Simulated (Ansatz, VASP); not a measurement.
# Two plane-wave programs on ZnSn2N3

```xyz
6
Lattice="2.9709 1.7152 2.7464 -2.9709 1.7152 2.7464 0.0000 -3.4305 2.7464" Properties=species:S:1:pos:R:3 pbc="T T T"
Zn    0.0000    0.0000    0.0000
Sn    0.0000    0.0000    5.5526
Sn    0.0000    0.0000    2.6867
N    -1.4854    0.8576    1.3732
N     1.4854    0.8576    1.3732
N     0.0000   -1.7152    1.3732
```

Change from the starting cell: species swapped into the Er2Al3Cu type (R-3m, No. 166).

Alike in both runs: functional PBE; k mesh 6 × 6 × 6; occupations gaussian, width 0.1 eV; no spin polarisation.

Ansatz relaxed the structure, and its values are those at the end. VASP's run is a single point on that final structure, the one shown.

```csv
,VASP,Ansatz
version,VASP 6.6.1,Ansatz 0.2.0
potentials or method,"VASP PAW PBE potentials, release 64 (Zn, Sn_d, N), cutoff 520 eV","scalar-relativistic, plane waves, PAW"
valence electrons in the cell,55,55
```

VASP gave:

```
gap on the k mesh at the Fermi level (eV) : none
pressure (GPa)                            : 0.4
rms of the force components (eV/Å)        : 0.009
```

Which values does Ansatz return?

gap on the k mesh at the Fermi level (eV): none; pressure (GPa): 0.1; rms of the force components (eV/Å): 0.000.

A gap of «none» marks a metal or a gap that the smearing closes.
